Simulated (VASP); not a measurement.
# Zr3S (Pm-3m) in VASP: a series of runs

The runs below take Zr3S through single point, with PBE.

Everything below comes from runs of VASP 6.6.1. Logs are shortened: lines on timing, memory, paths and dates and some standing lists are left out, and cuts for length are marked.

## 1. The cell of the first run

The structure is cubic, space group Pm-3m (No. 221). Conventional cell: a = 4.086 Å, b = 4.086 Å, c = 4.086 Å, α = 90.00°, β = 90.00°, γ = 90.00°. Within 3.8 Å of Zr (site symmetry 4/mmm) lie 8 Zr at 2.89 Å and 4 S at 2.89 Å. Within 3.8 Å of S (site symmetry m-3m) lie 12 Zr at 2.89 Å.

## 2. Single point, PBE

Input file INCAR:

```
SYSTEM = Zr3S
  PREC = Accurate
  ENCUT = 520
  EDIFF = 1E-6
  ISMEAR = 0
  SIGMA = 0.1
  LREAL = .False.
  LASPH = .True.
  NELM = 100
  ALGO = Normal
  ISIF = 2
  LWAVE = .False.
  LCHARG = .True.
  GGA = PE
  LELF = .True.
  LVHAR = .True.
  NBANDS = 29
```

Input file KPOINTS:

```
regular mesh
0
Gamma
  4 4 4
  0 0 0
```

Input file POSCAR:

```
Zr3S
1.0
    4.0856315963      0.0000000000      0.0000000000
    0.0000000000      4.0856315963      0.0000000000
    0.0000000000      0.0000000000      4.0856315963
Zr S
3 1
Direct
    0.0000000000      0.5000000000      0.5000000000
    0.5000000000      0.0000000000      0.5000000000
    0.5000000000      0.5000000000      0.0000000000
    0.0000000000      0.0000000000      0.0000000000
```

Potentials or basis: VASP PAW PBE potentials, release 64 (Zr_sv, S).

Run with:

```bash
$ cat potpaw_PBE.64/Zr_sv/POTCAR potpaw_PBE.64/S/POTCAR > POTCAR
$ mpirun -np 1 vasp_std > vasp.out
```

OUTCAR:

```text
SYSTEM = Zr3S
   PREC = Accurate
   ENCUT = 520
   EDIFF = 1E-6
   ISMEAR = 0
   LREAL = .False.
   LASPH = .True.
   NELM = 100
   ISIF = 2
   GGA = PE

 ion  position               nearest neighbor table
   1  0.000  0.500  0.500-   2 2.89   3 2.89   4 2.89   3 2.89   4 2.89   2 2.89   4 2.89   4 2.89
                             2 2.89   3 2.89   3 2.89   2 2.89
   2  0.500  0.000  0.500-   1 2.89   3 2.89   4 2.89   3 2.89   4 2.89   1 2.89   3 2.89   3 2.89
                             1 2.89   4 2.89   4 2.89   1 2.89
   3  0.500  0.500  0.000-   1 2.89   2 2.89   4 2.89   1 2.89   2 2.89   2 2.89   4 2.89   2 2.89
                             1 2.89   4 2.89   1 2.89   4 2.89
   4  0.000  0.000  0.000-   1 2.89   2 2.89   3 2.89   1 2.89   2 2.89   1 2.89   3 2.89   1 2.89
                             2 2.89   3 2.89   2 2.89   3 2.89

  LATTYP: Found a simple cubic cell.
 ALAT       =     4.0856315963

  Lattice vectors:

 A1 = (   4.0856315963,   0.0000000000,   0.0000000000)
 A2 = (   0.0000000000,   4.0856315963,   0.0000000000)
 A3 = (   0.0000000000,   0.0000000000,   4.0856315963)

Analysis of symmetry for initial positions (statically):
=====================================================================
 Subroutine PRICEL returns:
 Original cell was already a primitive cell.

 Routine SETGRP: Setting up the symmetry group for a
 simple cubic supercell.

 Subroutine GETGRP returns: Found 48 space group operations
 (whereof 48 operations were pure point group operations)
 out of a pool of 48 trial point group operations.

The static configuration has the point symmetry O_h .

Analysis of symmetry for dynamics (positions and initial velocities):
=====================================================================
 Subroutine PRICEL returns:
 Original cell was already a primitive cell.

 Routine SETGRP: Setting up the symmetry group for a
 simple cubic supercell.

 Subroutine GETGRP returns: Found 48 space group operations
 (whereof 48 operations were pure point group operations)
 out of a pool of 48 trial point group operations.

The dynamic configuration has the point symmetry O_h .

 Subroutine INISYM returns: Found 48 space group operations
 (whereof 48 operations are pure point group operations),
 and found     1 'primitive' translations

----------------------------------------------------------------------------------------

                                     Primitive cell

  volume of cell :      68.1989

  direct lattice vectors                    reciprocal lattice vectors
     4.085631596  0.000000000  0.000000000     0.244760198  0.000000000  0.000000000
     0.000000000  4.085631596  0.000000000     0.000000000  0.244760198  0.000000000
     0.000000000  0.000000000  4.085631596     0.000000000  0.000000000  0.244760198

  length of vectors
     4.085631596  4.085631596  4.085631596     0.244760198  0.244760198  0.244760198

  position of ions in fractional coordinates (direct lattice)
     0.000000000  0.500000000  0.500000000
     0.500000000  0.000000000  0.500000000
     0.500000000  0.500000000  0.000000000
     0.000000000  0.000000000  0.000000000

  ion indices of the primitive-cell ions
   primitive index   ion index
                 1           1
                 2           2
                 3           3
                 4           4

----------------------------------------------------------------------------------------

 KPOINTS: regular mesh

Automatic generation of k-mesh.
 Grid dimensions read from file:
 generate k-points for:    4    4    4

 Generating k-lattice:

  Cartesian coordinates                     Fractional coordinates (reciprocal lattice)
     0.061190050  0.000000000  0.000000000     0.250000000  0.000000000  0.000000000
     0.000000000  0.061190050  0.000000000     0.000000000  0.250000000  0.000000000
     0.000000000  0.000000000  0.061190050     0.000000000  0.000000000  0.250000000

  Length of vectors
     0.061190050  0.061190050  0.061190050

  Shift w.r.t. Gamma in fractional coordinates (k-lattice)
     0.000000000  0.000000000  0.000000000

 Subroutine IBZKPT returns following result:
 ===========================================

 Found     10 irreducible k-points:

 Following reciprocal coordinates:
            Coordinates               Weight
  0.000000  0.000000  0.000000      1.000000
  0.250000  0.000000  0.000000      6.000000
  0.500000  0.000000  0.000000      3.000000
  0.250000  0.250000  0.000000     12.000000
  0.500000  0.250000  0.000000     12.000000
  0.500000  0.500000  0.000000      3.000000
  0.250000  0.250000  0.250000      8.000000
  0.500000  0.250000  0.250000     12.000000
  0.500000  0.500000  0.250000      6.000000
  0.500000  0.500000  0.500000      1.000000
   k-points           NKPTS =     10   k-points in BZ     NKDIM =     10   number of bands    NBANDS=     29
   number of dos      NEDOS =    301   number of ions     NIONS =      4
   total plane-waves  NPLWV =  27000
   dimension x,y,z NGX =    30 NGY =   30 NGZ =   30
   dimension x,y,z NGXF=    60 NGYF=   60 NGZF=   60
   ions per type =               3   1
   NGX,Y,Z   is equivalent  to a cutoff of  12.21, 12.21, 12.21 a.u.
   NGXF,Y,Z  is equivalent  to a cutoff of  24.41, 24.41, 24.41 a.u.
 SYSTEM =  Zr3S
   PREC   = accura    normal or accurate (medium, high low for compatibility)
   ISTART =      0    job   : 0-new  1-cont  2-samecut
   ICHARG =      2    charge: 1-file 2-atom 10-const
   ISPIN  =      1    spin polarized calculation?
   LNONCOLLINEAR =      F non collinear calculations
   LSORBIT =      F    spin-orbit coupling
   LASPH  =      T    aspherical Exc in radial PAW
   ENCUT  =  520.0 eV  38.22 Ry    6.18 a.u.   7.60  7.60  7.60*2*pi/ulx,y,z
   NELM   =    100;   NELMIN=  2; NELMDL= -5     # of ELM steps
   EDIFF  = 0.1E-05   stopping-criterion for ELM
   LREAL  =      F    real-space projection
   EDIFFG = 0.1E-04   stopping-criterion for IOM
   NSW    =      0    number of steps for IOM
   IBRION =     -1    ionic relax: 0-MD 1-quasi-New 2-CG
   NFREE  =      0    steps in history (QN), initial steepest desc. (CG)
   ISIF   =      2    stress and relaxation
   ISYM   =      2    0-nonsym 1-usesym 2-fastsym
   POTIM  = 0.5000    time-step for ionic-motion
   TEBEG  =    0.0;   TEEND  =   0.0 temperature during run
   PSTRESS=    0.0 pullay stress
   NELECT =      42.0000    total number of electrons
   NUPDOWN=      -1.0000    fix difference up-down
   EMIN   =  10.00;   EMAX   =-10.00  energy-range for DOS
   EFERMI =   0.00;   METHOD = LEGACY
   ISMEAR =     0;   SIGMA  =   0.10  broadening in eV -4-tet -1-fermi 0-gaus
   EFERMI_NEDOS =   21; number of points for ismear=-14 and -15
   IALGO  =     38    algorithm
   IMIX   =      4    mixing-type and parameters
     AMIX     =   0.40;   BMIX     =  1.00
     AMIX_MAG =   1.60;   BMIX_MAG =  1.00
  volume/ion in A,a.u.               =      17.05       115.06
  Fermi-wavevector in a.u.,A,eV,Ry     =   1.392832  2.632071 26.395042  1.939981
  Thomas-Fermi vector in A             =   2.516537
   LORBIT       =      0    0 simple, 1 ext, 2 COOP (PROOUT), +10 PAW based schemes
   GGA     = PE    functional components
   LHFCALC =     F    Hartree Fock is set to
   AEXX    =    0.0000 exact exchange contribution
   IVDW    =     0    specifies the selected vdW correction
   LEPSILON=     F    determine dielectric tensor
   LRPA    =     F    only Hartree local field effects (RPA)
 non-spin polarized calculation
 Gauss-broadening in eV      SIGMA  =   0.10
  energy-cutoff  :      520.00
  volume of cell :       68.20
 maximum number of plane-waves:      1856
   NGX = 15   NGY = 15   NGZ = 15

 number of electron      41.9999996 magnetization

 Free energy of the ion-electron system (eV)
  ---------------------------------------------------
  ext. energy  EPLUGINS =         0.00000000
  ---------------------------------------------------
  free energy    TOTEN  =       -30.29291911 eV

  energy without entropy =      -30.27931156  energy(sigma->0) =      -30.28611533

 E-fermi :  12.1690     XC(G=0): -12.1412

 val. band max:       11.8931704327   @ k =   0.2500   0.2500   0.2500
 cond. band min:      12.1724323771   @ k =   0.5000   0.2500   0.2500
 fundamental gap:      0.2792619444
 Fermi energy:        12.1689678952

 k-point     1 :       0.0000    0.0000    0.0000
  band No.  band energies     occupation
      1     -36.5692      2.00000
      2     -36.0976      2.00000
      3     -36.0976      2.00000
      4     -15.2986      2.00000
      5     -15.2986      2.00000
      6     -15.2986      2.00000
[... 21 lines left out ...]
     28      17.2594      0.00000
     29      18.9142      0.00000

 k-point     2 :       0.2500    0.0000    0.0000
  band No.  band energies     occupation
      1     -36.5102      2.00000
      2     -36.1588      2.00000
      3     -36.0964      2.00000
      4     -15.1732      2.00000
      5     -15.1732      2.00000
      6     -15.1224      2.00000
[... 21 lines left out ...]
     28      16.4785      0.00000
     29      16.4785      0.00000

 k-point     3 :       0.5000    0.0000    0.0000
  band No.  band energies     occupation
      1     -36.4139      2.00000
      2     -36.2573      2.00000
      3     -36.0952      2.00000
      4     -14.9906      2.00000
      5     -14.9906      2.00000
      6     -14.7724      2.00000
[... 21 lines left out ...]
     28      15.1276      0.00000
     29      16.6121      0.00000

 k-point     4 :       0.2500    0.2500    0.0000
  band No.  band energies     occupation
      1     -36.4573      2.00000
      2     -36.1765      2.00000
      3     -36.1310      2.00000
      4     -15.2689      2.00000
      5     -15.0427      2.00000
      6     -14.8412      2.00000
[... 149 lines left out ...]
     28      15.1485      0.00000
     29      15.5601      0.00000

 k-point     9 :       0.5000    0.5000    0.2500
  band No.  band energies     occupation
      1     -36.2525      2.00000
      2     -36.2521      2.00000
      3     -36.2521      2.00000
      4     -15.5087      2.00000
      5     -15.2857      2.00000
      6     -15.0577      2.00000
[... 21 lines left out ...]
     28      14.6325      0.00000
     29      15.6131      0.00000

 k-point    10 :       0.5000    0.5000    0.5000
  band No.  band energies     occupation
      1     -36.2504      2.00000
      2     -36.2504      2.00000
      3     -36.2504      2.00000
      4     -15.7557      2.00000
      5     -15.2689      2.00000
      6     -15.2689      2.00000
[... 21 lines left out ...]
     28      15.1936      0.00000
     29      15.1936      0.00000

------------------------ aborting loop because EDIFF is reached ----------------------------------------

  FORCE on cell =-STRESS in cart. coord.  units (eV):
  Direction    XX          YY          ZZ          XY          YZ          ZX
  --------------------------------------------------------------------------------------
  -------------------------------------------------------------------------------------
  Total        6.7327115      6.7327115      6.7327115     -0.0000000      0.0000000     -0.0000000
  in kB      158.1695863    158.1695863    158.1695863     -0.0000000      0.0000000     -0.0000000
  external PRESSURE =     158.1695863 kB  Pullay stress =       0.0000000 kB

 VOLUME and BASIS-vectors are now :
 -----------------------------------------------------------------------------
  energy-cutoff  :      520.00
  volume of cell :       68.20
      direct lattice vectors                 reciprocal lattice vectors
     4.085631596  0.000000000  0.000000000     0.244760198  0.000000000  0.000000000
     0.000000000  4.085631596  0.000000000     0.000000000  0.244760198  0.000000000
     0.000000000  0.000000000  4.085631596     0.000000000  0.000000000  0.244760198

 POSITION                                       TOTAL-FORCE (eV/Angst)
 -----------------------------------------------------------------------------------
      0.00000      2.04282      2.04282         0.000000      0.000000      0.000000
      2.04282      0.00000      2.04282         0.000000      0.000000      0.000000
      2.04282      2.04282      0.00000         0.000000      0.000000      0.000000
      0.00000      0.00000      0.00000         0.000000      0.000000      0.000000
 -----------------------------------------------------------------------------------
    total drift:                                0.000000      0.000000     -0.000000

  FREE ENERGIE OF THE ION-ELECTRON SYSTEM (eV)
  ---------------------------------------------------
  free  energy   TOTEN  =       -30.2929191108 eV

  energy  without entropy=      -30.2793115560  energy(sigma->0) =      -30.28611533
```

Wall time 9.6 s (1 thread of Intel Xeon 6975P-C (Granite Rapids), shared host); peak memory 0.17 GiB.

Results:

```
Free energy            : -30.2929 eV
Pressure               : 15.8 GPa
Band gap on the k mesh : zero (band 21 reaches 12.67 eV, above the bottom of band 22 at 9.34 eV)
```

Caveat: the k points lie up to 0.38 Å⁻¹ apart.

(Part 1 of 2 ends here.)
